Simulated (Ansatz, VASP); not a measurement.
**PbS: VASP beside Ansatz**

File POSCAR:

```
PbS
1.0
    0.0000000000      3.0047775019      3.0047775019
    3.0047775019      0.0000000000      3.0047775019
    3.0047775019      3.0047775019      0.0000000000
Pb S
1 1
Direct
    0.0000000000      0.0000000000      0.0000000000
    0.5000000000      0.5000000000      0.5000000000
```

Contents of INCAR.step1:

```
SYSTEM = PbS
PREC     = Accurate       ! precision mode
ENCUT    = 520            ! plane-wave cutoff, eV
EDIFF    = 1E-5           ! SCF threshold, eV
ISMEAR   = -1             ! smearing method
SIGMA    = 0.05           ! smearing width, eV
LREAL    = .FALSE.        ! projectors in reciprocal space
LASPH    = .TRUE.         ! aspherical terms in the spheres
NELM     = 60             ! most SCF steps
ALGO     = Normal         ! electronic algorithm
ISIF     = 2              ! what is computed and relaxed
LWAVE    = .TRUE.         ! write WAVECAR
NBANDS   = 17             ! bands
GGA      = PE             ! functional
```

File INCAR.step2:

```
SYSTEM = PbS
PREC     = Accurate       ! precision mode
ENCUT    = 520            ! plane-wave cutoff, eV
EDIFF    = 1E-7           ! SCF threshold, eV
ISMEAR   = -1             ! smearing method
SIGMA    = 0.05           ! smearing width, eV
LREAL    = .FALSE.        ! projectors in reciprocal space
LASPH    = .TRUE.         ! aspherical terms in the spheres
NELM     = 60             ! most SCF steps
ALGO     = Normal         ! electronic algorithm
ISIF     = 2              ! what is computed and relaxed
LWAVE    = .FALSE.        ! write WAVECAR
LCHARG   = .TRUE.         ! write CHGCAR
GGA      = PE             ! functional
LHFCALC  = .TRUE.         ! exact exchange
AEXX     = 0.25           ! exact-exchange fraction
PRECFOCK = Normal       
LELF     = .TRUE.         ! ELF
LVHAR    = .TRUE.       
NBANDS   = 17             ! bands
ISTART   = 1
```

Contents of KPOINTS:

```
regular mesh
0
G
  4 4 4
  0 0 0
```

Contents of input.yaml:

```yaml
crystal:
  lattice:
    - [0.0, 3.0047775019, 3.0047775019]
    - [3.0047775019, 0.0, 3.0047775019]
    - [3.0047775019, 3.0047775019, 0.0]
  atoms:
    - { symbol: Pb, position: [0.0, 0.0, 0.0] }
    - { symbol: S, position: [0.5, 0.5, 0.5] }
hamiltonian:
  xc: pbe0
  pseudopotentials: { kind: paw }
kpoints:
  mp_grid: { grid: [4, 4, 4] }
scf:
  occupations: { method: fermi_dirac, width: 0.05 }
output:
  forces: true
  stress: true
  eigenvalues: true
  write_density: true
  write_potential: true
  elf: true
  volumetric_format: npy
```

Alike in both runs: task single point; functional PBE0; k mesh 4 × 4 × 4; occupations fermi-dirac, width 0.05 eV; no spin polarisation.

```csv
,VASP,Ansatz
version,VASP 6.6.1,Ansatz 0.2.0
potentials or method,"VASP PAW PBE potentials, release 64 (Pb_d, S)",Ansatz PAW
plane-wave cutoff (eV),520,420
valence electrons in the cell,20,20
```

```tsv
	VASP	Ansatz	Ansatz less VASP
gap on the k mesh at the Fermi level (eV)	1.63	1.57	-0.065
least direct gap on the mesh (eV)	1.63	1.57	-0.065
pressure (GPa)	-1.3	-1.0	+0.23
```

With one functional, cell and mesh, what is left measures potentials, basis and numerics.

The k mesh is coarse, so the values compare programs but aren't converged. Neither program's run includes spin-orbit coupling.
